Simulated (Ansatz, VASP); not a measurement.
# GaP: VASP beside Ansatz

Contents of INCAR:

```
SYSTEM = GaP
PREC = Accurate ; ENCUT = 520
EDIFF = 1E-7 ; ISMEAR = 0
SIGMA = 0.05 ; LREAL = .FALSE.
LASPH = .TRUE. ; NELM = 100
ALGO = Normal ; ISIF = 2
LWAVE = .FALSE. ; LCHARG = .TRUE.
LDIPOL = .TRUE. ; IDIPOL = 3
DIPOL = 0.5 0.5 0.500 ; GGA = PE
LELF = .TRUE. ; LVHAR = .TRUE.
LVACPOTAV = .TRUE. ; NBANDS = 66
```

File KPOINTS:

```
Automatic mesh
0
G
  7 5 1
  0 0 0
```

POSCAR

```
GaP
1.0
    3.8926748908      0.0000000000      0.0000000000
    0.0000000000      5.5050736245      0.0000000000
    0.0000000000      0.0000000000     24.7316872270
Ga P
6 6
Direct
    0.5000000000      0.5000000000      0.3032546842
    0.0000000000      0.0000000000      0.3819528105
    0.5000000000      0.5000000000      0.4606509368
    0.0000000000      0.0000000000      0.5393490632
    0.5000000000      0.5000000000      0.6180471895
    0.0000000000      0.0000000000      0.6967453158
    0.0000000000      0.2500000000      0.3032546842
    0.5000000000      0.7500000000      0.3819528105
    0.0000000000      0.2500000000      0.4606509368
    0.5000000000      0.7500000000      0.5393490632
    0.0000000000      0.2500000000      0.6180471895
    0.5000000000      0.7500000000      0.6967453158
```

Input for Ansatz:

```yaml
crystal:
  lattice:
    - [3.8926748908, 0.0, 0.0]
    - [0.0, 5.5050736245, 0.0]
    - [0.0, 0.0, 24.731687227]
  atoms:
    - { symbol: Ga, position: [0.5, 0.5, 0.3032546842] }
    - { symbol: P, position: [0.0, 0.25, 0.3032546842] }
    - { symbol: Ga, position: [0.0, 0.0, 0.3819528105] }
    - { symbol: P, position: [0.5, 0.75, 0.3819528105] }
    - { symbol: Ga, position: [0.5, 0.5, 0.4606509368] }
    - { symbol: P, position: [0.0, 0.25, 0.4606509368] }
    - { symbol: Ga, position: [0.0, 0.0, 0.5393490632] }
    - { symbol: P, position: [0.5, 0.75, 0.5393490632] }
    - { symbol: Ga, position: [0.5, 0.5, 0.6180471895] }
    - { symbol: P, position: [0.0, 0.25, 0.6180471895] }
    - { symbol: Ga, position: [0.0, 0.0, 0.6967453158] }
    - { symbol: P, position: [0.5, 0.75, 0.6967453158] }
basis:
  ecutwfc: 420
kpoints:
  mp_grid: { grid: [7, 5, 1] }
hamiltonian:
  xc: pbe
scf:
  occupations: { method: gaussian, width: 0.05 }
output:
  forces: true
  stress: true
  eigenvalues: true
  write_density: true
  write_potential: true
  elf: true
  volumetric_format: npy
efield:
  axis: 3
  dipole_correction: true
  ramp_width: 0.04
```

Alike in both runs: task single point; functional PBE; k mesh 7 × 5 × 1; occupations gaussian, width 0.05 eV; no spin polarisation.

|  | VASP | Ansatz |
| --- | --- | --- |
| version | VASP 6.6.1 | Ansatz 0.2.0 |
| potentials or method | VASP PAW PBE potentials, release 64 (Ga_d, P), cutoff 520 eV | scalar-relativistic, plane waves, PAW |
| valence electrons in the cell | 108 | 108 |

Ansatz gave:

- gap on the k mesh at the Fermi level (eV): 0.67
- least direct gap on the mesh (eV): 0.70
- rms of the force components (eV/Å): 0.587

Task: Estimate VASP's values.

Result: gap on the k mesh at the Fermi level (eV): 0.68; least direct gap on the mesh (eV): 0.69; rms of the force components (eV/Å): 0.588.

With one functional, cell and mesh, what is left measures potentials, basis and numerics.
